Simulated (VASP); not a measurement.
## I: single point with r2SCAN

I:

```
I
1.0
     0.00000    2.60578    2.60578
     2.60578    0.00000    2.60578
     2.60578    2.60578    0.00000
I
1
Cartesian
  0.0000 0.0000 0.0000
```

```yaml
Program: VASP 6.6.1
Task: single point
Functional: r2SCAN
Potentials_or_basis: VASP PAW PBE potentials, release 64 (I)
Cutoff: 520 eV
k_mesh: 14 × 14 × 14
Occupations: gaussian, width 0.1 eV
Spin: no spin polarisation
Dipole_correction: no
Further_INCAR_settings: ALGO = Normal; EDIFF = 1e-06; NBANDS = 10
```

- Pressure: 0.0 GPa
- Band gap on the k mesh: zero (an odd number of electrons rules out a gap without spin polarisation)

Levels at points of the mesh, in eV from the Fermi level:
```tsv
k point	band 1	band 2	band 3	band 4	band 5	band 6	band 7	band 8
(0.00, 0.00, 0.00)	-13.79	1.01	1.01	1.01	8.13	10.27	10.27	10.27
(0.50, 0.00, 0.00)	-12.32	-4.58	0.27	0.27	7.28	9.71	9.71	11.89
(0.50, 0.50, 0.00)	-11.79	-4.12	-1.17	-1.17	5.35	6.19	17.41	17.69
```

It took 58 s on 1 thread of Intel(R) Xeon(R) 6975P-C (Granite Rapids), on a shared host, peak memory 0.18 GiB.

Caveat: the PAW data sets were made with another functional, which shifts forces and pressure a little; spin-orbit coupling is left out, which moves the levels of the heavy elements; an odd number of electrons without spin polarisation forces a metal; a magnetic or distorted state may lie lower.
